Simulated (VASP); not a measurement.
Here is a VASP 6.6.1 calculation.

The input INCAR:

```
PREC     = Accurate       # precision mode
ENCUT    = 400            # plane-wave cutoff, eV
EDIFF    = 1E-6           # SCF threshold, eV
ISMEAR   = 0              # smearing method
SIGMA    = 0.1            # smearing width, eV
LREAL    = F              # projectors in reciprocal space
LASPH    = T              # aspherical terms in the spheres
NELM     = 120            # most SCF steps
ALGO     = Normal         # electronic algorithm
ISIF     = 2              # what is computed and relaxed
LWAVE    = F              # write WAVECAR
LCHARG   = T              # write CHGCAR
LDIPOL   = T            
IDIPOL   = 3            
DIPOL    = 0.5 0.5 0.500
GGA      = PE             # functional
LELF     = T              # ELF
LVHAR    = T            
LVACPOTAV= T            
NBANDS   = 16             # bands
GGA_COMPAT= F            
NELMDL   = -8
```

Contents of KPOINTS:

```
regular mesh
0
Gamma
  4 4 1
```

The input POSCAR:

```
AlP
1.0
    3.8544390000      0.0000000000      0.0000000000
    0.0000000000      3.8544390000      0.0000000000
    0.0000000000      0.0000000000     12.0882499319
Al P
2 2
Direct
    0.0000000000      0.0000000000      0.3308998426
    0.5000000000      0.5000000000      0.5563667191
    1.0000000000      0.5000000000      0.4436332809
    0.5000000000      0.0000000000      0.6691001574
```

Potentials or basis: VASP PAW PBE potentials, release 64 (Al, P).

Run with:

```sh
$ cat potpaw_PBE.64/Al/POTCAR potpaw_PBE.64/P/POTCAR > POTCAR
$ mpirun -np 1 vasp_std > vasp.out
```

What does it give for the largest force?

1.045 eV/Å.

Forces on the atoms (eV/Å):
```
Al   0.000  0.000  0.128
Al   0.000  0.000  1.045
P    0.000  0.000 -0.801
P    0.000  0.000 -0.372
```

Caveat: the k points lie up to 0.41 Å⁻¹ apart.
